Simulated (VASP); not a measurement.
Set up this calculation in VASP 6.6.1, as the native input.

* Task: single point
* Functional: PBEsol
* Potentials or basis: VASP PAW PBE potentials, release 64 (Ta_pv)
* Cutoff: 520 eV
* k mesh: 22 × 22 × 22
* Occupations: gaussian, width 0.15 eV
* Spin: no spin polarisation
* Dipole correction: no
* Further INCAR settings: ALGO = Fast; EDIFF = 1e-07; NBANDS = 12

The structure of Ta lies in POSCAR:

```
Ta
1.0
   -1.7687878450      1.7687878450      1.5232800921
    1.7687878450     -1.7687878450      1.5232800921
    1.7687878450      1.7687878450     -1.5232800921
Ta
1
Direct
    0.0000000000      0.0000000000      0.0000000000
```

The input as run:

INCAR

```
SYSTEM = Ta
ALGO     = Fast           ! electronic algorithm
EDIFF    = 1E-7           ! SCF threshold, eV
ENCUT    = 520            ! plane-wave cutoff, eV
GGA      = PS             ! functional
ISIF     = 2              ! what is computed and relaxed
ISMEAR   = 0              ! smearing method
LASPH    = .TRUE.         ! aspherical terms in the spheres
LCHARG   = .FALSE.        ! write CHGCAR
LREAL    = .FALSE.        ! projectors in reciprocal space
LWAVE    = .FALSE.        ! write WAVECAR
NBANDS   = 12             ! bands
NELM     = 80             ! most SCF steps
PREC     = Accurate       ! precision mode
SIGMA    = 0.15           ! smearing width, eV
```

KPOINTS

```
k-points
0
G
  22 22 22
  0 0 0
```

Potentials or basis: VASP PAW PBE potentials, release 64 (Ta_pv).

Command:

```sh
$ cat potpaw_PBE.64/Ta_pv/POTCAR > POTCAR
$ mpirun -np 1 vasp_std > vasp.out
```

Results of the run:

The pressure is -11.8 GPa and the band gap on the k mesh is zero (an odd number of electrons rules out a gap without spin polarisation).

Caveat: the cell stands under tension; the PAW data sets were made with another functional, which shifts forces and pressure a little; spin-orbit coupling is left out, which moves the levels of the heavy elements.

It took 7.3 min on 1 thread of AMD EPYC 7R43 64-Core Processor (Zen 3) (shared host), peak memory 0.25 GiB.
